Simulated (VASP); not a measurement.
# Cr (P6_3/mmc) in VASP: a series of runs, part 2 of 3

VASP 6.6.1. The steps go on from the part before.

## (3) Single point, PBE

File INCAR:

```
SYSTEM = Cr
  PREC = Accurate
  ENCUT = 520
  EDIFF = 1E-7
  ISMEAR = 0
  SIGMA = 0.1
  LREAL = .FALSE.
  LASPH = .TRUE.
  NELM = 60
  ALGO = Normal
  ISIF = 2
  LWAVE = .FALSE.
  LCHARG = .FALSE.
  GGA = PE
  NBANDS = 32
```

File KPOINTS:

```
Automatic mesh
0
G
  9 9 2
  0 0 0
```

File POSCAR:

```
Cr
1.0
    2.6127777593      0.0000000000      0.0000000000
   -1.3063888796      2.2627319140      0.0000000000
    0.0000000000      0.0000000000      8.2207318052
Cr
4
Direct
    0.3333333333      0.6666666667      0.3773586798
    0.6666666667      0.3333333333      0.8773586798
    0.6666666667      0.3333333333      0.6226413202
    0.3333333333      0.6666666667      0.1226413202
```

Potentials or basis: VASP PAW PBE potentials, release 64 (Cr_pv).

Run with:

```console
$ cat potpaw_PBE.64/Cr_pv/POTCAR > POTCAR
$ mpirun -np 1 vasp_std > vasp.out
```

OUTCAR:

```text
SYSTEM = Cr
   PREC = Accurate
   ENCUT = 520
   EDIFF = 1E-7
   ISMEAR = 0
   LREAL = .FALSE.
   LASPH = .TRUE.
   NELM = 60
   ISIF = 2
   GGA = PE

 ion  position               nearest neighbor table
   1  0.333  0.667  0.377-   4 2.09   3 2.52   3 2.52   3 2.52
   2  0.667  0.333  0.877-   3 2.09   4 2.52   4 2.52   4 2.52
   3  0.667  0.333  0.623-   2 2.09   1 2.52   1 2.52   1 2.52
   4  0.333  0.667  0.123-   1 2.09   2 2.52   2 2.52   2 2.52

  LATTYP: Found a hexagonal cell.
 ALAT       =     2.6127777593
 C/A-ratio  =     3.1463570814

  Lattice vectors:

 A1 = (   2.6127777593,   0.0000000000,   0.0000000000)
 A2 = (  -1.3063888796,   2.2627319140,   0.0000000000)
 A3 = (   0.0000000000,   0.0000000000,   8.2207318052)

Analysis of symmetry for initial positions (statically):
=====================================================================
 Subroutine PRICEL returns:
 Original cell was already a primitive cell.

 Routine SETGRP: Setting up the symmetry group for a
 hexagonal supercell.

 Subroutine GETGRP returns: Found 24 space group operations
 (whereof 12 operations were pure point group operations)
 out of a pool of 24 trial point group operations.

The static configuration has the point symmetry D_3d.
 The point group associated with its full space group is D_6h.

Analysis of symmetry for dynamics (positions and initial velocities):
=====================================================================
 Subroutine PRICEL returns:
 Original cell was already a primitive cell.

 Routine SETGRP: Setting up the symmetry group for a
 hexagonal supercell.

 Subroutine GETGRP returns: Found 24 space group operations
 (whereof 12 operations were pure point group operations)
 out of a pool of 24 trial point group operations.

The dynamic configuration has the point symmetry D_3d.
 The point group associated with its full space group is D_6h.

 Subroutine INISYM returns: Found 24 space group operations
[... 119 lines left out ...]
     AMIX     =   0.40;   BMIX     =  1.00
     AMIX_MAG =   1.60;   BMIX_MAG =  1.00
  volume/ion in A,a.u.               =      12.15        81.99
  Fermi-wavevector in a.u.,A,eV,Ry     =   1.630321  3.080861 36.163576  2.657948
  Thomas-Fermi vector in A             =   2.722642
   LORBIT       =      0    0 simple, 1 ext, 2 COOP (PROOUT), +10 PAW based schemes
   GGA     = PE    functional components
   LHFCALC =     F    Hartree Fock is set to
   AEXX    =    0.0000 exact exchange contribution
   IVDW    =     0    specifies the selected vdW correction
   LEPSILON=     F    determine dielectric tensor
   LRPA    =     F    only Hartree local field effects (RPA)
 non-spin polarized calculation
 Gauss-broadening in eV      SIGMA  =   0.10
  energy-cutoff  :      520.00
  volume of cell :       48.60
 maximum number of plane-waves:      1341
 NGX is ok and might be reduce to    20
   NGX =  9   NGY =  9   NGZ = 31

 number of electron      48.0000018 magnetization

 Free energy of the ion-electron system (eV)
  ---------------------------------------------------
  ext. energy  EPLUGINS =         0.00000000
  ---------------------------------------------------
  free energy    TOTEN  =       -35.47079696 eV

  energy without entropy =      -35.44228045  energy(sigma->0) =      -35.45653870

 E-fermi :  10.3210     XC(G=0): -13.3013

 val. band max:       10.3105586355   @ k =   0.1111  -0.0000   0.5000
 cond. band min:      10.3373551722   @ k =   0.2222  -0.0000   0.5000
 fundamental gap:      0.0267965366
 Fermi energy:        10.3209501948

 k-point     1 :       0.0000    0.0000    0.0000
  band No.  band energies     occupation
      1     -33.5106      2.00000
      2     -33.0622      2.00000
      3     -32.3845      2.00000
      4     -32.3845      2.00000
      5     -32.3227      2.00000
      6     -32.3133      2.00000
[... 829 lines left out ...]
     31      13.1029      0.00000
     32      13.1029      0.00000

------------------------ aborting loop because EDIFF is reached ----------------------------------------

  FORCE on cell =-STRESS in cart. coord.  units (eV):
  Direction    XX          YY          ZZ          XY          YZ          ZX
  --------------------------------------------------------------------------------------
  -------------------------------------------------------------------------------------
  Total       -0.1219310     -0.1219310      0.2918156     -0.0000000     -0.0000000      0.0000000
  in kB       -4.0195625     -4.0195625      9.6199554     -0.0000000     -0.0000000      0.0000000
  external PRESSURE =       0.5269434 kB  Pullay stress =       0.0000000 kB

 VOLUME and BASIS-vectors are now :
 -----------------------------------------------------------------------------
  energy-cutoff  :      520.00
  volume of cell :       48.60
      direct lattice vectors                 reciprocal lattice vectors
     2.612777759  0.000000000  0.000000000     0.382734428  0.220971825  0.000000000
    -1.306388880  2.262731914  0.000000000     0.000000000  0.441943650  0.000000000
     0.000000000  0.000000000  8.220731805     0.000000000  0.000000000  0.121643672

 POSITION                                       TOTAL-FORCE (eV/Angst)
 -----------------------------------------------------------------------------------
     -0.00000      1.50849      3.10216         0.000000     -0.000000      0.096184
      1.30639      0.75424      7.21253        -0.000000      0.000000      0.096184
      1.30639      0.75424      5.11857        -0.000000      0.000000     -0.096184
     -0.00000      1.50849      1.00820         0.000000     -0.000000     -0.096184
 -----------------------------------------------------------------------------------
    total drift:                               -0.000000      0.000000     -0.000000

  FREE ENERGIE OF THE ION-ELECTRON SYSTEM (eV)
  ---------------------------------------------------
  free  energy   TOTEN  =       -35.4707969592 eV

  energy  without entropy=      -35.4422804502  energy(sigma->0) =      -35.45653870
```

It took 48 s on 1 thread of Intel Xeon Platinum 8488C (Sapphire Rapids), shared host; peak memory 0.17 GiB.

What came out:

| Property | Result |
| --- | --- |
| Free energy | -35.4708 eV |
| Pressure | 0.1 GPa |
| Largest force | 0.096 eV/Å |
| Band gap on the k mesh | zero (bands 24 and 25 overlap by 0.74 eV) |

Forces on the atoms (eV/Å):
```
Cr   0.000  0.000  0.096
Cr   0.000  0.000  0.096
Cr   0.000  0.000 -0.096
Cr   0.000  0.000 -0.096
```

Stress tensor (GPa, compression positive):
```
-0.40  0.00  0.00
 0.00 -0.40  0.00
 0.00  0.00  0.96
```

Caveat: the k points lie up to 0.38 Å⁻¹ apart, too coarse for converged energies and pressures of a metal; the run has no spin polarisation, though such a crystal can be magnetic.

(Continued in part 3 of 3.)

The gap in the log of VASP goes by the Fermi energy; the results here count the filled bands.